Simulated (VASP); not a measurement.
# ZrN in VASP: relaxation of the atoms with PBE

Aim: the relaxation of the atoms of ZrN with PBE.

Program: VASP 6.6.1. These are calculated values, not measurements. Logs are shortened: lines on timing, memory, paths and dates and some standing lists are left out, and cuts for length are marked.

### Step 1. The cell of the first run

The cell holds a slab with vacuum, 6 atoms: a = 3.249 Å, b = 3.249 Å, c = 18.595 Å, α = 90.00°, β = 90.00°, γ = 90.00°.

### Step 2. Relaxation of the atoms, PBE

The input, INCAR:

```
SYSTEM = ZrN
  PREC = Accurate
  ENCUT = 520
  EDIFF = 1E-7
  ISMEAR = 0
  SIGMA = 0.1
  LREAL = .False.
  LASPH = .True.
  NELM = 120
  ALGO = Normal
  ISIF = 2
  LWAVE = .False.
  LCHARG = .False.
  LDIPOL = .True.
  IDIPOL = 3
  DIPOL = 0.5 0.5 0.500
  GGA = PE
  IBRION = 2
  NSW = 70
  EDIFFG = -0.03
  GGA_COMPAT = .False.
  NELMIN = 4
  NELMDL = -8
```

The input, KPOINTS:

```
Automatic mesh
0
Gamma
  9 9 1
  0 0 0
```

The input, POSCAR:

```
ZrN
1.0
    3.2490685359      0.0000000000      0.0000000000
    0.0000000000      3.2490685359      0.0000000000
    0.0000000000      0.0000000000     18.5948767885
Zr N
3 3
Selective dynamics
Direct
    0.5000000000      0.5000000000      0.3764477754  F F F
    0.0000000000      0.0000000000      0.5000000000  T T T
    0.5000000000      0.5000000000      0.6235522246  T T T
    0.0000000000      0.0000000000      0.3764477754  F F F
    0.5000000000      0.5000000000      0.5000000000  T T T
    0.0000000000      0.0000000000      0.6235522246  T T T
```

Potentials or basis: VASP PAW PBE potentials, release 64 (Zr_sv, N).

Run with:

```
$ cat potpaw_PBE.64/Zr_sv/POTCAR potpaw_PBE.64/N/POTCAR > POTCAR
$ mpirun -np 1 vasp_std > vasp.out
```

OUTCAR:

```text
SYSTEM = ZrN
   PREC = Accurate
   ENCUT = 520
   EDIFF = 1E-7
   ISMEAR = 0
   LREAL = .False.
   LASPH = .True.
   NELM = 120
   ISIF = 2
   GGA = PE
   IBRION = 2
   NSW = 70
   EDIFFG = -0.03
   NELMIN = 4
   NELMDL = -8

 ion  position               nearest neighbor table
   1  0.500  0.500  0.376-   5 2.30   4 2.30   4 2.30   4 2.30   4 2.30   2 3.25   2 3.25   2 3.25
                             2 3.25
   2  0.000  0.000  0.500-   4 2.30   6 2.30   5 2.30   5 2.30   5 2.30   5 2.30   3 3.25   3 3.25
                             1 3.25   3 3.25   1 3.25   1 3.25   3 3.25   1 3.25
   3  0.500  0.500  0.624-   5 2.30   6 2.30   6 2.30   6 2.30   6 2.30   2 3.25   2 3.25   2 3.25
                             2 3.25
   4  0.000  0.000  0.376-   2 2.30   1 2.30   1 2.30   1 2.30   1 2.30
   5  0.500  0.500  0.500-   1 2.30   3 2.30   2 2.30   2 2.30   2 2.30   2 2.30
   6  0.000  0.000  0.624-   2 2.30   3 2.30   3 2.30   3 2.30   3 2.30

  LATTYP: Found a simple tetragonal cell.
 ALAT       =     3.2490685359
 C/A-ratio  =     5.7231408273

  Lattice vectors:

 A1 = (   3.2490685359,   0.0000000000,   0.0000000000)
 A2 = (   0.0000000000,   3.2490685359,   0.0000000000)
 A3 = (   0.0000000000,   0.0000000000,  18.5948767885)

Analysis of symmetry for initial positions (statically):
=====================================================================
 Subroutine PRICEL returns:
 Original cell was already a primitive cell.

 Routine SETGRP: Setting up the symmetry group for a
 simple tetragonal supercell.

 Subroutine GETGRP returns: Found 16 space group operations
 (whereof 16 operations were pure point group operations)
 out of a pool of 16 trial point group operations.

The static configuration has the point symmetry D_4h.

Analysis of symmetry for dynamics (positions and initial velocities):
=====================================================================
 Subroutine PRICEL returns:
 Original cell was already a primitive cell.

 Routine SETGRP: Setting up the symmetry group for a
 simple tetragonal supercell.

 Subroutine GETGRP returns: Found 16 space group operations
 (whereof 16 operations were pure point group operations)
 out of a pool of 16 trial point group operations.

The dynamic configuration has the point symmetry D_4h.

Analysis of constrained symmetry for selective dynamics:
=====================================================================
[... 135 lines left out ...]
   AEXX    =    0.0000 exact exchange contribution
   IVDW    =     0    specifies the selected vdW correction
   LEPSILON=     F    determine dielectric tensor
   LRPA    =     F    only Hartree local field effects (RPA)
 conjugate gradient relaxation of ions
 non-spin polarized calculation
 Gauss-broadening in eV      SIGMA  =   0.10
  energy-cutoff  :      520.00
  volume of cell :      196.30
 maximum number of plane-waves:      5336
   NGX = 13   NGY = 13   NGZ = 69

--------------------------------------- Ionic step        1  -------------------------------------------

 number of electron      50.9999998 magnetization

 Free energy of the ion-electron system (eV)
  ---------------------------------------------------
  ext. energy  EPLUGINS =         0.00000000
  ---------------------------------------------------
  free energy    TOTEN  =       -58.99795743 eV

  energy without entropy =      -58.98420156  energy(sigma->0) =      -58.99107950

------------------------ aborting loop because EDIFF is reached ----------------------------------------

  FORCE on cell =-STRESS in cart. coord.  units (eV):
  Direction    XX          YY          ZZ          XY          YZ          ZX
  --------------------------------------------------------------------------------------
  -------------------------------------------------------------------------------------
  Total       -5.6181646     -5.6181646     -3.3489462      0.0000000     -0.0000000      0.0000000
  in kB      -45.8557701    -45.8557701    -27.3342839      0.0000000     -0.0000000      0.0000000
  external PRESSURE =     -39.6819414 kB  Pullay stress =       0.0000000 kB
[... 101 lines left out ...]
  FREE ENERGIE OF THE ION-ELECTRON SYSTEM (eV)
  ---------------------------------------------------
  free  energy   TOTEN  =       -59.1360104226 eV

  energy  without entropy=      -59.1245804473  energy(sigma->0) =      -59.13029543

 dipolmoment           0.000000      0.000000      0.001308 electrons x Angstroem

[... ionic steps 4 to 9 ...]

--------------------------------------- Ionic step       10  -------------------------------------------

 number of electron      50.9999999 magnetization

------------------------ aborting loop because EDIFF is reached ----------------------------------------
[... 75 lines left out ...]
--------------------------------------- Ionic step       12  -------------------------------------------

 number of electron      50.9999999 magnetization

 dipolmoment           0.000000      0.000000     -0.002308 electrons x Angstroem

 Free energy of the ion-electron system (eV)
  ---------------------------------------------------
  ext. energy  EPLUGINS =         0.00000000
  ---------------------------------------------------
  free energy    TOTEN  =       -59.17005199 eV

  energy without entropy =      -59.15655609  energy(sigma->0) =      -59.16330404

 E-fermi :   2.8864     XC(G=0):  -5.6825

 val. band max:        2.8718698072   @ k =   0.4444   0.2222   0.0000
 cond. band min:       2.9382274779   @ k =   0.1111   0.1111   0.0000
 fundamental gap:      0.0663576707
 Fermi energy:         2.8863928827

 k-point     1 :       0.0000    0.0000    0.0000
  band No.  band energies     occupation
      1     -46.9963      2.00000
      2     -46.8053      2.00000
      3     -46.4391      2.00000
      4     -25.3926      2.00000
      5     -25.1827      2.00000
      6     -24.7925      2.00000
[... 484 lines left out ...]
     29       5.1427      0.00000
     30       6.2787      0.00000

------------------------ aborting loop because EDIFF is reached ----------------------------------------

 vacuum level on the upper side and lower side of the slab       (xc-potential included)        -0.480        -0.489

  FORCE on cell =-STRESS in cart. coord.  units (eV):
  Direction    XX          YY          ZZ          XY          YZ          ZX
  --------------------------------------------------------------------------------------
  -------------------------------------------------------------------------------------
  Total       -4.7388305     -4.7388305     -0.0715368      0.0000000     -0.0000000      0.0000000
  in kB      -38.6785969    -38.6785969     -0.5838874      0.0000000     -0.0000000      0.0000000
  external PRESSURE =     -25.9803604 kB  Pullay stress =       0.0000000 kB
[... 21 lines left out ...]
  FREE ENERGIE OF THE ION-ELECTRON SYSTEM (eV)
  ---------------------------------------------------
  free  energy   TOTEN  =       -59.1700519876 eV

  energy  without entropy=      -59.1565560857  energy(sigma->0) =      -59.16330404

 reached required accuracy - stopping structural energy minimisation

 vacuum level on the upper side and lower side of the slab         4.920         4.910
```

OSZICAR:

```text
N       E                     dE             d eps       ncg     rms          rms(c)
DAV:   1     0.556499955262E+03    0.55650E+03   -0.26103E+04  1004   0.151E+03
DAV:   2    -0.127710800135E+02   -0.56927E+03   -0.56055E+03  1178   0.439E+02
DAV:   3    -0.677850944668E+02   -0.55014E+02   -0.54646E+02  1376   0.120E+02
[... 174 lines left out ...]
DAV:   3    -0.591700701571E+02    0.27651E-04   -0.92805E-04  1160   0.150E-01    0.300E-02
DAV:   4    -0.591700527516E+02    0.17406E-04   -0.15551E-04  1074   0.663E-02    0.810E-03
DAV:   5    -0.591700519741E+02    0.77742E-06   -0.12428E-05  1112   0.228E-02    0.368E-03
DAV:   6    -0.591700519702E+02    0.38999E-08   -0.13443E-06  1138   0.717E-03    0.187E-03
DAV:   7    -0.591700519876E+02   -0.17357E-07   -0.24670E-07   890   0.290E-03
  12 F= -.59170052E+02 E0= -.59163304E+02  d E =-.599413E-04
```

CONTCAR:

```text
ZrN
   1.00000000000000
     3.2490685359000002    0.0000000000000000    0.0000000000000000
     0.0000000000000000    3.2490685359000002    0.0000000000000000
     0.0000000000000000    0.0000000000000000   18.5948767884999988
  Zr              N
     3     3
Selective dynamics
Direct
     0.5000000000000000    0.5000000000000000    0.3764477754000026   F   F   F
     0.0000000000000000    0.0000000000000000    0.4971251169744953   T   T   T
     0.5000000000000000    0.5000000000000000    0.6136179554043544   T   T   T
     0.0000000000000000    0.0000000000000000    0.3764477754000026   F   F   F
     0.5000000000000000    0.5000000000000000    0.4949528526673194   T   T   T
     0.0000000000000000    0.0000000000000000    0.6246981192271704   T   T   T

  0.00000000E+00  0.00000000E+00  0.00000000E+00
  0.00000000E+00  0.00000000E+00  0.00000000E+00
  0.00000000E+00  0.00000000E+00  0.00000000E+00
  0.00000000E+00  0.00000000E+00  0.00000000E+00
  0.00000000E+00  0.00000000E+00  0.00000000E+00
  0.00000000E+00  0.00000000E+00  0.00000000E+00
```

Wall time 11 min (1 thread of Intel Xeon Platinum 8488C (Sapphire Rapids), shared host); peak memory 0.32 GiB.

What came out:

| Property | Result |
| --- | --- |
| Free energy | -59.1701 eV |
| Energy gained by relaxing | 28.7 meV/atom |
| Ionic steps | 12 |
| Band gap on the k mesh | zero (an odd number of electrons rules out a gap without spin polarisation) |

Step by step:
| step | energy change (eV) | largest force on free atoms (eV/Å) | pressure (GPa) |
| --- | --- | --- | --- |
| 1 | 0.0000 | 1.5673 | -3.97 |
| 2 | -0.1177 | 0.7155 | -3.60 |
| 3 | -0.1381 | 0.4991 | -3.36 |
| 4 | -0.1382 | 0.5246 | -3.33 |
| 5 | -0.1542 | 0.3262 | -3.34 |
| 6 | -0.1614 | 0.2209 | -3.29 |
| 7 | -0.1661 | 0.1925 | -3.12 |
| 8 | -0.1685 | 0.1500 | -2.89 |
| 9 | -0.1716 | 0.0537 | -2.72 |
| 10 | -0.1720 | 0.0400 | -2.62 |
| 11 | -0.1720 | 0.0439 | -2.58 |
| 12 | -0.1721 | 0.0018 | -2.60 |

Final structure:
```
CELL_PARAMETERS angstrom
3.24907 0.00000 0.00000
0.00000 3.24907 0.00000
0.00000 0.00000 18.59488
ATOMIC_POSITIONS crystal
Zr 0.50000 0.50000 0.37645
Zr 0.00000 0.00000 0.49713
Zr 0.50000 0.50000 0.61362
N 0.00000 0.00000 0.37645
N 0.50000 0.50000 0.49495
N 0.00000 0.00000 0.62470
```

The gap in the log of VASP goes by the Fermi energy; the results here count the filled bands.